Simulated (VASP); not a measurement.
Input of a VASP 6.6.1 run:

File INCAR:

```
ALGO = Normal ; EDIFF = 1E-6
ENCUT = 520 ; GGA = PE
ISIF = 2 ; ISMEAR = 0
LASPH = True ; LCHARG = True
LELF = True ; LREAL = False
LVHAR = True ; LWAVE = False
NBANDS = 32 ; NELM = 100
PREC = Accurate ; SIGMA = 0.1
```

File KPOINTS:

```
k-points
0
Gamma
  6 6 4
```

POSCAR

```
Ta2SiOF2
1.0
    3.4193902400      0.0000000000      0.0000000000
    0.0000000000      3.4193902400      0.0000000000
    0.0000000000      0.0000000000      5.8463978500
Ta Si O F
2 1 1 2
Direct
    0.5000000000      0.0000000000      0.9940500300
    0.0000000000      0.5000000000      0.9940500300
    0.0000000000      0.0000000000      0.1747010100
    0.5000000000      0.5000000000      0.8326429700
    0.0000000000      0.0000000000      0.6321269900
    0.5000000000      0.5000000000      0.3710280100
```

Potentials or basis: VASP PAW PBE potentials, release 64 (Ta_pv, Si, O, F).

Command:

```bash
$ cat potpaw_PBE.64/Ta_pv/POTCAR potpaw_PBE.64/Si/POTCAR potpaw_PBE.64/O/POTCAR potpaw_PBE.64/F/POTCAR > POTCAR
$ mpirun -np 1 vasp_std > vasp.out
```

Question: Predict the pressure.

Answer: 130.0 GPa.

Question: What does it give for the band gap on the k mesh?

Answer: Zero (bands 23 and 24 overlap by 0.44 eV).

Question: What does it give for the largest force?

Answer: 25.031 eV/Å.

Stress tensor (GPa, compression positive):
```
168.46   0.00   0.00
  0.00 168.46   0.00
  0.00   0.00  53.10
```

Caveat: the stress differs along the axes, from 53 to 168 GPa; spin-orbit coupling is left out, which moves the levels of the heavy elements; forces of over 1 eV/Å act on the atoms, so gaps and moduli don't describe the material at rest.
